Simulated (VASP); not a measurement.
# WS2 in VASP: settings compared

The runs below take WS2 through single point, with PBE-based screened hybrid with 15 % exact exchange, PBE-based screened hybrid with 20 % exact exchange.

Program: VASP 6.6.1. These are calculated values, not measurements. Logs are shortened: lines on timing, memory, paths and dates and some standing lists are left out, and cuts for length are marked.

### Step 1. The cell of the first run

The cell holds a slab with vacuum, 3 atoms: a = 3.184 Å, b = 3.184 Å, c = 16.951 Å, α = 90.00°, β = 90.00°, γ = 120.00°.

### Step 2. Single point, PBE-based screened hybrid with 15 % exact exchange

Input file POSCAR:

```
WS2
1.0
    3.1835163552      0.0000000000      0.0000000000
   -1.5917581776      2.7570060369      0.0000000000
    0.0000000000      0.0000000000     16.9505778900
W S
1 2
Direct
    0.0000000000      0.0000000000      0.0000000000
    0.3333333333      0.6666666667      0.0920005100
    0.3333333333      0.6666666667      0.9079994900
```

Input file INCAR.step1:

```
PREC     = Accurate       # precision mode
ENCUT    = 520            # plane-wave cutoff, eV
EDIFF    = 1E-5           # SCF threshold, eV
ISMEAR   = -1             # smearing method
SIGMA    = 0.05           # smearing width, eV
LREAL    = False          # projectors in reciprocal space
LASPH    = True           # aspherical terms in the spheres
NELM     = 80             # most SCF steps
ALGO     = Normal         # electronic algorithm
ISIF     = 2              # what is computed and relaxed
LWAVE    = True           # write WAVECAR
LCHARG   = False          # write CHGCAR
NBANDS   = 20             # bands
GGA      = PE             # functional
```

Input file INCAR.step2:

```
PREC     = Accurate       # precision mode
ENCUT    = 520            # plane-wave cutoff, eV
EDIFF    = 1E-6           # SCF threshold, eV
ISMEAR   = -1             # smearing method
SIGMA    = 0.05           # smearing width, eV
LREAL    = False          # projectors in reciprocal space
LASPH    = True           # aspherical terms in the spheres
NELM     = 80             # most SCF steps
ALGO     = Normal         # electronic algorithm
ISIF     = 2              # what is computed and relaxed
LWAVE    = False          # write WAVECAR
LCHARG   = False          # write CHGCAR
GGA      = PE             # functional
LHFCALC  = True           # exact exchange
AEXX     = 0.15           # exact-exchange fraction
HFSCREEN = 0.2            # screening, 1/A
PRECFOCK = Normal       
NBANDS   = 20             # bands
ISTART   = 1
```

Input file KPOINTS:

```
Automatic mesh
0
Gamma
  5 5 1
```

Potentials or basis: VASP PAW PBE potentials, release 64 (W_sv, S).

Started as:

```
$ cat potpaw_PBE.64/W_sv/POTCAR potpaw_PBE.64/S/POTCAR > POTCAR
$ cp INCAR.step1 INCAR
$ mpirun -np 1 vasp_std > vasp.out
$ cp INCAR.step2 INCAR
$ mpirun -np 1 vasp_std > vasp.out
```

OUTCAR:

```text
PREC = Accurate
   ENCUT = 520
   EDIFF = 1E-6
   ISMEAR = -1
   LREAL = False
   LASPH = True
   NELM = 80
   ISIF = 2
   GGA = PE
   LHFCALC = True
   AEXX = 0.15
   HFSCREEN = 0.2
   PRECFOCK = Normal
   ISTART = 1

 ion  position               nearest neighbor table
   1  0.000  0.000  0.000-   2 2.41   3 2.41   2 2.41   3 2.41   2 2.41   3 2.41
   2  0.333  0.667  0.092-   1 2.41   1 2.41   1 2.41
   3  0.333  0.667  0.908-   1 2.41   1 2.41   1 2.41

  LATTYP: Found a hexagonal cell.
 ALAT       =     3.1835163552
 C/A-ratio  =     5.3244827413

  Lattice vectors:

 A1 = (   3.1835163552,   0.0000000000,   0.0000000000)
 A2 = (  -1.5917581776,   2.7570060369,   0.0000000000)
 A3 = (   0.0000000000,   0.0000000000,  16.9505778900)

Analysis of symmetry for initial positions (statically):
=====================================================================
 Subroutine PRICEL returns:
 Original cell was already a primitive cell.

 Routine SETGRP: Setting up the symmetry group for a
 hexagonal supercell.

 Subroutine GETGRP returns: Found 12 space group operations
 (whereof 12 operations were pure point group operations)
 out of a pool of 24 trial point group operations.

The static configuration has the point symmetry D_3h.

Analysis of symmetry for dynamics (positions and initial velocities):
=====================================================================
 Subroutine PRICEL returns:
 Original cell was already a primitive cell.

 Routine SETGRP: Setting up the symmetry group for a
 hexagonal supercell.

 Subroutine GETGRP returns: Found 12 space group operations
 (whereof 12 operations were pure point group operations)
 out of a pool of 24 trial point group operations.

The dynamic configuration has the point symmetry D_3h.

 Subroutine INISYM returns: Found 12 space group operations
 (whereof 12 operations are pure point group operations),
 and found     1 'primitive' translations

----------------------------------------------------------------------------------------

                                     Primitive cell

  volume of cell :     148.7748

  direct lattice vectors                    reciprocal lattice vectors
     3.183516355  0.000000000  0.000000000     0.314118066  0.181356150  0.000000000
    -1.591758178  2.757006037  0.000000000     0.000000000  0.362712300  0.000000000
     0.000000000  0.000000000 16.950577890     0.000000000  0.000000000  0.058995039

  length of vectors
     3.183516355  3.183516355 16.950577890     0.362712300  0.362712300  0.058995039

  position of ions in fractional coordinates (direct lattice)
     0.000000000  0.000000000  0.000000000
     0.333333333  0.666666667  0.092000510
     0.333333333  0.666666667  0.907999490

  ion indices of the primitive-cell ions
   primitive index   ion index
                 1           1
                 2           2
                 3           3

----------------------------------------------------------------------------------------

 KPOINTS: Automatic mesh

Automatic generation of k-mesh.
 Grid dimensions read from file:
 generate k-points for:    5    5    1

 Generating k-lattice:

  Cartesian coordinates                     Fractional coordinates (reciprocal lattice)
     0.062823613  0.036271230  0.000000000     0.200000000 -0.000000000  0.000000000
     0.000000000  0.072542460  0.000000000     0.000000000  0.200000000  0.000000000
     0.000000000  0.000000000  0.058995039     0.000000000  0.000000000  1.000000000

  Length of vectors
     0.072542460  0.072542460  0.058995039

  Shift w.r.t. Gamma in fractional coordinates (k-lattice)
     0.000000000  0.000000000  0.000000000

 Subroutine IBZKPT returns following result:
 ===========================================

 Found      5 irreducible k-points:

 Following reciprocal coordinates:
            Coordinates               Weight
  0.000000  0.000000  0.000000      1.000000
  0.200000  0.000000  0.000000      6.000000
  0.400000 -0.000000  0.000000      6.000000
  0.200000  0.200000  0.000000      6.000000
  0.400000  0.200000  0.000000      6.000000
   k-points           NKPTS =      5   k-points in BZ     NKDIM =     25   number of bands    NBANDS=     20
   number of dos      NEDOS =    301   number of ions     NIONS =      3
   total plane-waves  NPLWV =  72576
   dimension x,y,z NGX =    24 NGY =   24 NGZ =  126
   dimension x,y,z NGXF=    48 NGYF=   48 NGZF=  252
   ions per type =               1   2
   NGX,Y,Z   is equivalent  to a cutoff of  12.53, 12.53, 12.36 a.u.
   NGXF,Y,Z  is equivalent  to a cutoff of  25.07, 25.07, 24.72 a.u.
 SYSTEM =  unknown system
   PREC   = accura    normal or accurate (medium, high low for compatibility)
   ISTART =      1    job   : 0-new  1-cont  2-samecut
   ICHARG =      0    charge: 1-file 2-atom 10-const
   ISPIN  =      1    spin polarized calculation?
   LNONCOLLINEAR =      F non collinear calculations
   LSORBIT =      F    spin-orbit coupling
   LASPH  =      T    aspherical Exc in radial PAW
   ENCUT  =  520.0 eV  38.22 Ry    6.18 a.u.   5.92  5.92 31.52*2*pi/ulx,y,z
   NELM   =     80;   NELMIN=  2; NELMDL=  0     # of ELM steps
   EDIFF  = 0.1E-05   stopping-criterion for ELM
   LREAL  =      F    real-space projection
   EDIFFG = 0.1E-04   stopping-criterion for IOM
   NSW    =      0    number of steps for IOM
   IBRION =     -1    ionic relax: 0-MD 1-quasi-New 2-CG
   NFREE  =      0    steps in history (QN), initial steepest desc. (CG)
   ISIF   =      2    stress and relaxation
   ISYM   =      3    0-nonsym 1-usesym 2-fastsym
   POTIM  = 0.5000    time-step for ionic-motion
   TEBEG  =    0.0;   TEEND  =   0.0 temperature during run
   PSTRESS=    0.0 pullay stress
   NELECT =      26.0000    total number of electrons
   NUPDOWN=      -1.0000    fix difference up-down
   EMIN   =  10.00;   EMAX   =-10.00  energy-range for DOS
   EFERMI =   0.00;   METHOD = LEGACY
   ISMEAR =    -1;   SIGMA  =   0.05  broadening in eV -4-tet -1-fermi 0-gaus
   EFERMI_NEDOS =   21; number of points for ismear=-14 and -15
   IALGO  =     38    algorithm
   IMIX   =      1    mixing-type and parameters
     AMIX     =   0.40;   BMIX     =  1.00
     AMIX_MAG =   1.60;   BMIX_MAG =  1.00
  volume/ion in A,a.u.               =      49.59       334.66
  Fermi-wavevector in a.u.,A,eV,Ry     =   0.915285  1.729637 11.398226  0.837746
  Thomas-Fermi vector in A             =   2.040009
   LORBIT       =      0    0 simple, 1 ext, 2 COOP (PROOUT), +10 PAW based schemes
   GGA     = PE    functional components
   LHFCALC =     T    Hartree Fock is set to
   PRECFOCK=normal    Normal, Fast or Accurate (Low or Medium for compatibility)
   ENCUT4O =  -1.0   cutoff for four orbital integrals eV
   NKREDX  =     1    reduce k-point grid by
   NKREDY  =     1    reduce k-point grid by
   NKREDZ  =     1    reduce k-point grid by
   AEXX    =    0.1500 exact exchange contribution
   HFSCREEN=    0.2000 screening length (either q_TF or 0.3 A-1)
   HFSCREENC=   0.2000 screening length for correlation (either q_TF or 0.3 A-1)
   ENCUTFOCK=  -1.0 apply spherical cutoff to Coloumb kernel
   IVDW    =     0    specifies the selected vdW correction
   LEPSILON=     F    determine dielectric tensor
   LRPA    =     F    only Hartree local field effects (RPA)
 non-spin polarized calculation
  energy-cutoff  :      520.00
  volume of cell :      148.77
 maximum number of plane-waves:      4030
 NGX is ok and might be reduce to    24
  NGX = 18; NGY = 18; NGZ = 96

 number of electron      25.9999999 magnetization

 Free energy of the ion-electron system (eV)
  ---------------------------------------------------
  ext. energy  EPLUGINS =         0.00000000
  ---------------------------------------------------
  free energy    TOTEN  =       -26.36957328 eV

  energy without entropy =      -26.36957328  energy(sigma->0) =      -26.36957328

 E-fermi :  -0.3411     XC(G=0):  -4.0251

 val. band max:       -1.4693903882   @ k =   0.0000   0.0000   0.0000
 cond. band min:       1.0863557643   @ k =   0.2000   0.2000   0.0000
 fundamental gap:      2.5557461524
 Fermi energy:        -0.3410656679

 k-point     1 :       0.0000    0.0000    0.0000
  band No.  band energies     occupation
      1     -77.8922      2.00000
      2     -41.2518      2.00000
      3     -41.0834      2.00000
      4     -41.0834      2.00000
      5     -17.2256      2.00000
      6     -15.4660      2.00000
[... 12 lines left out ...]
     19       4.4018      0.00000
     20       4.5718      0.00000

 k-point     2 :       0.2000    0.0000    0.0000
  band No.  band energies     occupation
      1     -77.8853      2.00000
      2     -41.2280      2.00000
      3     -41.2173      2.00000
      4     -41.1147      2.00000
      5     -16.5690      2.00000
      6     -15.2331      2.00000
[... 12 lines left out ...]
     19       5.1657      0.00000
     20       6.1009      0.00000

 k-point     3 :       0.4000   -0.0000    0.0000
  band No.  band energies     occupation
      1     -77.8743      2.00000
      2     -41.4282      2.00000
      3     -41.1887      2.00000
      4     -41.1650      2.00000
      5     -15.2607      2.00000
      6     -14.7888      2.00000
[... 12 lines left out ...]
     19       6.5650      0.00000
     20       6.5960      0.00000

 k-point     4 :       0.2000    0.2000    0.0000
  band No.  band energies     occupation
      1     -77.8765      2.00000
      2     -41.3543      2.00000
      3     -41.1964      2.00000
      4     -41.1903      2.00000
      5     -15.5544      2.00000
      6     -14.8719      2.00000
[... 12 lines left out ...]
     19       6.5303      0.00000
     20       6.9095      0.00000

 k-point     5 :       0.4000    0.2000    0.0000
  band No.  band energies     occupation
      1     -77.8709      2.00000
      2     -41.4189      2.00000
      3     -41.2556      2.00000
      4     -41.1767      2.00000
      5     -14.7813      2.00000
      6     -14.5952      2.00000
[... 12 lines left out ...]
     19       7.4743      0.00000
     20       8.2967      0.00000

------------------------ aborting loop because EDIFF is reached ----------------------------------------

  FORCE on cell =-STRESS in cart. coord.  units (eV):
  Direction    XX          YY          ZZ          XY          YZ          ZX
  --------------------------------------------------------------------------------------
  -------------------------------------------------------------------------------------
  Total       -0.5857404     -0.5857404     -0.2599860      0.0000000      0.0000000      0.0000000
  in kB       -6.3079237     -6.3079237     -2.7998268      0.0000000      0.0000000      0.0000000
  external PRESSURE =      -5.1385581 kB  Pullay stress =       0.0000000 kB

 VOLUME and BASIS-vectors are now :
 -----------------------------------------------------------------------------
  energy-cutoff  :      520.00
  volume of cell :      148.77
      direct lattice vectors                 reciprocal lattice vectors
     3.183516355  0.000000000  0.000000000     0.314118066  0.181356150  0.000000000
    -1.591758178  2.757006037  0.000000000     0.000000000  0.362712300  0.000000000
     0.000000000  0.000000000 16.950577890     0.000000000  0.000000000  0.058995039

 POSITION                                       TOTAL-FORCE (eV/Angst)
 -----------------------------------------------------------------------------------
      0.00000      0.00000      0.00000         0.000000     -0.000000     -0.000000
     -0.00000      1.83800      1.55946        -0.000000      0.000000     -0.069818
     -0.00000      1.83800     15.39112         0.000000      0.000000      0.069818
 -----------------------------------------------------------------------------------
    total drift:                               -0.000062      0.000036     -0.000002

  FREE ENERGIE OF THE ION-ELECTRON SYSTEM (eV)
  ---------------------------------------------------
  free  energy   TOTEN  =       -26.3695732754 eV

  energy  without entropy=      -26.3695732754  energy(sigma->0) =      -26.36957328
```

Run time: 6.4 min. Hardware: 1 thread of Intel Xeon Platinum 8375C at 2.90GHz (Ice Lake), shared host; peak memory 0.36 GiB.

What came out:

* Free energy: -26.3696 eV
* Largest force: 0.070 eV/Å
* Band gap on the k mesh: 2.56 eV (least direct gap 3.08 eV)

Forces on the atoms (eV/Å):
```
W    0.000  0.000  0.000
S    0.000  0.000 -0.070
S    0.000  0.000  0.070
```

Caveat: the k points lie up to 0.46 Å⁻¹ apart; there is no dipole correction, which matters where the two faces differ; the PAW data sets were made with another functional, which shifts forces and pressure a little; spin-orbit coupling is left out, which moves the levels of the heavy elements.

### Step 3. Single point, PBE-based screened hybrid with 20 % exact exchange

POSCAR is that of step 2.

Input file INCAR.step1:

```
SYSTEM = WS2
PREC = Accurate
ENCUT = 520
EDIFF = 1E-5
ISMEAR = -1
SIGMA = 0.05
LREAL = .FALSE.
LASPH = .TRUE.
NELM = 80
ALGO = Normal
ISIF = 2
LWAVE = .TRUE.
LCHARG = .FALSE.
GGA = PE
NBANDS = 20
```

Input file INCAR.step2:

```
SYSTEM = WS2
PREC = Accurate
ENCUT = 520
EDIFF = 1E-6
ISMEAR = -1
SIGMA = 0.05
LREAL = .FALSE.
LASPH = .TRUE.
NELM = 80
ALGO = Normal
ISIF = 2
LWAVE = .FALSE.
LCHARG = .FALSE.
GGA = PE
LHFCALC = .TRUE.
AEXX = 0.2
HFSCREEN = 0.2
PRECFOCK = Normal
ISTART = 1
NBANDS = 20
```

Input file KPOINTS:

```
regular mesh
0
G
  5 5 1
  0 0 0
```

Potentials or basis: VASP PAW PBE potentials, release 64 (W_sv, S).

Started as:

```
$ cat potpaw_PBE.64/W_sv/POTCAR potpaw_PBE.64/S/POTCAR > POTCAR
$ cp INCAR.step1 INCAR
$ mpirun -np 1 vasp_std > vasp.out
$ cp INCAR.step2 INCAR
$ mpirun -np 1 vasp_std > vasp.out
```

Run time: 10 min. Hardware: 1 thread of Intel Xeon Platinum 8375C at 2.90GHz (Ice Lake), shared host; peak memory 0.36 GiB.

It converged, with:

```yaml
Free_energy: -27.2781 eV
Largest_force: 0.178 eV/Å
Band_gap_on_the_k_mesh: 2.68 eV (least direct gap 3.20 eV)
```

Forces in eV/Å, atoms in the order of the input:
```
W    0.000  0.000  0.000
S    0.000  0.000 -0.178
S    0.000  0.000  0.178
```

Levels at points of the mesh, in eV from the valence-band top:
```csv
k point,band 11,band 12,band 13,band 14,band 15,band 16
"(0.00, 0.00, 0.00)",-1.82,-1.82,0.00,3.50,3.50,3.66
```

Caveat: the k points lie up to 0.46 Å⁻¹ apart; there is no dipole correction, which matters where the two faces differ; the PAW data sets were made with another functional, which shifts forces and pressure a little; spin-orbit coupling is left out, which moves the levels of the heavy elements.
